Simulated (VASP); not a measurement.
# W: single point with BLYP

Crystal: W.

```
CELL_PARAMETERS angstrom
4.81048 0.00000 0.00000
-2.40524 4.16600 0.00000
0.00000 0.00000 2.67022
ATOMIC_POSITIONS crystal
W 0.00000 0.00000 0.00000
W 0.33333 0.66667 0.50000
W 0.66667 0.33333 0.50000
```

This isn't the form of W at room conditions, which is bcc.

```yaml
Program: VASP 6.6.1
Task: single point
Functional: BLYP
Potentials_or_basis: VASP PAW PBE potentials, release 64 (W_sv)
Cutoff: 520 eV
k_mesh: 9 × 9 × 13
Occupations: fermi-dirac, width 0.1 eV
Spin: no spin polarisation
Dipole_correction: no
Further_INCAR_settings: ALGO = Normal; EDIFF = 1e-06; NBANDS = 28
```

The pressure is -7.6 GPa. The band gap on the k mesh is zero (bands 21 and 22 overlap by 0.70 eV).

Stress tensor (GPa, compression positive):
```
-6.90  0.00  0.00
 0.00 -6.90  0.00
 0.00  0.00 -9.13
```

Levels at points of the mesh, in eV from the Fermi level:
```csv
k point,band 17,band 18,band 19,band 20,band 21,band 22,band 23,band 24,band 25,band 26
"(0.00, 0.00, 0.00)",-2.23,-2.17,-2.17,-2.14,-0.30,-0.30,1.93,1.93,2.02,2.02
```

Wall time 2.5 min on 1 thread of Intel Xeon 8259CL, with other jobs on the host, peak memory 0.23 GiB.

Caveat: the cell stands under tension; the PAW data sets were made with another functional, which shifts forces and pressure a little; spin-orbit coupling is left out, which moves the levels of the heavy elements.
